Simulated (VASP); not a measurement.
**Li2S: single point with PBE-based screened hybrid**

Li2S:

```xyz
3
Lattice="0.0000 2.8453 2.8453 2.8453 0.0000 2.8453 2.8453 2.8453 0.0000" Properties=species:S:1:pos:R:3 pbc="T T T"
S     0.0000    0.0000    0.0000
Li    1.4226    1.4226    1.4226
Li    4.2679    4.2679    4.2679
```

```json
{
 "Program": "VASP 6.6.1",
 "Task": "single point",
 "Functional": "PBE-based screened hybrid",
 "Potentials or basis": "VASP PAW PBE potentials, release 64 (S, Li_sv)",
 "Cutoff": "650 eV",
 "k mesh": "4 × 4 × 4",
 "Occupations": "gaussian, width 0.01 eV",
 "Spin": "no spin polarisation",
 "Dipole correction": "no",
 "Grid for exact exchange (PRECFOCK)": "Normal",
 "Share of exact exchange": "0.75",
 "Further INCAR settings": "ALGO = Normal; EDIFF = 1e-06; NBANDS = 13",
 "Screening parameter": "0.5 1/Å"
}
```

| Item | Value |
| --- | --- |
| Pressure | -1.5 GPa |
| Band gap on the k mesh | 4.79 eV, indirect (least direct gap 5.90 eV) |

Levels at points of the mesh, in eV from the valence-band top:
| k point | band 4 | band 5 | band 6 | band 7 | band 8 | band 9 |
| --- | --- | --- | --- | --- | --- | --- |
| (0.00, 0.00, 0.00) | 0.00 | 0.00 | 0.00 | 5.90 | 7.96 | 7.96 |
| (0.50, 0.00, 0.00) | -3.20 | -0.56 | -0.56 | 7.83 | 8.26 | 8.26 |
| (0.50, 0.50, 0.00) | -2.50 | -1.56 | -1.56 | 4.79 | 8.75 | 13.38 |

Run time: 2.7 min on 1 thread of Intel(R) Xeon(R) Platinum 8559C (Emerald Rapids) (shared host), peak memory 0.29 GiB.

Caveat: the k points lie up to 0.48 Å⁻¹ apart; the PAW data sets were made with another functional, which shifts forces and pressure a little. A k mesh can miss the band edges.
